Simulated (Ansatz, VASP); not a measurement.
## Two plane-wave programs on SiC

Contents of INCAR:

```
  PREC = Accurate
  ENCUT = 600
  EDIFF = 1E-6
  ISMEAR = 0
  SIGMA = 0.05
  LREAL = False
  LASPH = True
  NELM = 120
  ALGO = Normal
  ISIF = 2
  LWAVE = False
  LCHARG = False
  NBANDS = 16
  GGA_COMPAT = False
```

KPOINTS

```
Automatic mesh
0
Gamma
  10 10 6
```

POSCAR

```
SiC
1.0
    0.0000000000     -2.1644105396     -2.2654885118
    0.0000000000      2.1644105396     -2.2654885118
    4.3288210792      0.0000000000      0.0000000000
Si C
2 2
Direct
    0.5110884694      0.5110884694      0.5000000000
   -0.0110884694     -0.0110884694      0.0000000000
    0.0075067962      0.4924932038      0.2500000000
    0.4924932038      0.0075067962      0.7500000000
```

Input for Ansatz:

```yaml
crystal:
  lattice:
    - [0.0, -2.1644105396, -2.2654885118]
    - [0.0, 2.1644105396, -2.2654885118]
    - [4.3288210792, 0.0, 0.0]
  atoms:
    - { symbol: Si, position: [0.5110884694, 0.5110884694, 0.5] }
    - { symbol: Si, position: [-0.0110884694, -0.0110884694, 0.0] }
    - { symbol: C, position: [0.0075067962, 0.4924932038, 0.25] }
    - { symbol: C, position: [0.4924932038, 0.0075067962, 0.75] }
basis:
  ecutwfc: 520.0
kpoints:
  mp_grid: { grid: [10, 10, 6] }
hamiltonian:
  xc: lda
  pseudopotentials: { kind: paw, azcp: { folder: soft_1 } }
scf:
  occupations: { method: gaussian, width: 0.05 }
output:
  forces: true
  stress: true
  eigenvalues: true
```

Change from the starting cell: mode 4 frozen in at -0.048 Å, normal strain along y +0.0467.

Alike in both runs: task single point; functional LDA; k mesh 10 × 10 × 6; occupations gaussian, width 0.05 eV; no spin polarisation.

|  | VASP | Ansatz |
| --- | --- | --- |
| version | VASP 6.6.1 | Ansatz 0.2.0 |
| potentials or method | VASP PAW LDA potentials, release 64 (Si, C), cutoff 600 eV | scalar-relativistic, plane waves, PAW |
| valence electrons in the cell | 16 | 16 |

Ansatz gave:

```
gap on the k mesh at the Fermi level (eV)                     : 1.08
least direct gap on the mesh (eV)                             : 1.09
pressure (GPa)                                                : -9.7
traceless stress, the component that is largest in VASP (GPa) : -8.68
rms of the force components (eV/Å)                            : 0.282
```

Question: Which values does VASP return?

Answer: gap on the k mesh at the Fermi level (eV): 1.07; least direct gap on the mesh (eV): 1.08; pressure (GPa): -9.5; traceless stress, the component that is largest in VASP (GPa): -8.68; rms of the force components (eV/Å): 0.282.

Ansatz warns that its potentials were made for another functional, while VASP's fit it. LDA's correlation is that of Perdew and Zunger in VASP and of Perdew and Wang (1992) in Ansatz. Atom by atom the forces differ by 0.001 eV/Å (rms over components).
